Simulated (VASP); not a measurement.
Wanted: the native input for a VASP 6.6.1 run.

- Task: single point
- Functional: PBE
- Potentials or basis: VASP PAW PBE potentials, release 64 (C, H)
- Cutoff: 520 eV
- k mesh: 5 × 5 × 1
- Occupations: gaussian, width 0.05 eV
- Spin: no spin polarisation
- Dipole correction: yes
- Further INCAR settings: LREAL = Auto; ALGO = Normal; EDIFF = 1e-06; NBANDS = 84

The structure of H2C7 lies in POSCAR:

```
H2C7
1.0
    5.0508284795      0.0000000000      0.0000000000
    0.0000000000      5.0508284795      0.0000000000
    0.0000000000      0.0000000000     18.8596184069
C H
28 8
Direct
    0.5000000000      0.5000000000      0.2466861049
    0.5000000000      0.0000000000      0.2466861049
    0.0000000000      0.5000000000      0.2466861049
    0.0000000000      0.0000000000      0.2466861049
    0.7500000000      0.5000000000      0.2940289910
    0.7500000000      0.0000000000      0.2940289910
    0.2500000000      0.5000000000      0.2940289910
    0.2500000000      0.0000000000      0.2940289910
    0.7500000000      0.7500000000      0.3413718772
    0.7500000000      0.2500000000      0.3413718772
    0.2500000000      0.7500000000      0.3413718772
    0.2500000000      0.2500000000      0.3413718772
    0.0006962347      0.7500000000      0.3936212667
    0.0014655489      0.2500000000      0.3939428769
    0.4994288209      0.7500000000      0.3861987380
    0.4995876329      0.2500000000      0.3869337086
    0.0013455525     -0.0019206736      0.4450107281
    0.0013455525      0.5019206736      0.4450107281
    0.4982154973     -0.0041191648      0.4319887503
    0.4982154973      0.5041191648      0.4319887503
    0.2699363291     -0.0036514065      0.4899128222
    0.2699363291      0.5036514065      0.4899128222
    0.7329924125     -0.0012751810      0.4879693036
    0.7329924125      0.5012751810      0.4879693036
    0.3651468753      0.2500000000      0.5219339643
    0.3621801225      0.7500000000      0.5366744534
    0.6385274396      0.2500000000      0.5233790174
    0.6361531310      0.7500000000      0.5245171346
    0.5000000000      0.6422973790      0.2067119476
    0.5000000000      0.3577026210      0.2067119476
    0.5000000000      0.1422973790      0.2067119476
    0.5000000000     -0.1422973790      0.2067119476
    0.0000000000      0.3577812996      0.2066501452
    0.0000000000      0.6422187004      0.2066501452
    0.0000000000     -0.1422187004      0.2066501452
    0.0000000000      0.1422187004      0.2066501452
```

One way to write it, as run:

INCAR

```
PREC = Accurate ; ENCUT = 520
EDIFF = 1E-6 ; ISMEAR = 0
SIGMA = 0.05 ; LREAL = Auto
LASPH = True ; NELM = 60
ALGO = Normal ; ISIF = 2
LWAVE = False ; LCHARG = False
LDIPOL = True ; IDIPOL = 3
DIPOL = 0.5 0.5 0.349 ; GGA = PE
NBANDS = 84
```

KPOINTS

```
Automatic mesh
0
Gamma
  5 5 1
```

Potentials or basis: VASP PAW PBE potentials, release 64 (C, H).

The run is started by

```console
$ cat potpaw_PBE.64/C/POTCAR potpaw_PBE.64/H/POTCAR > POTCAR
$ mpirun -np 1 vasp_std > vasp.out
```

Results of the run:

```
Largest force          : 3.636 eV/Å
Band gap on the k mesh : 1.20 eV
```

Run time: 23 min on 1 thread of Intel Xeon 8259CL (shared host), peak memory 0.63 GiB.
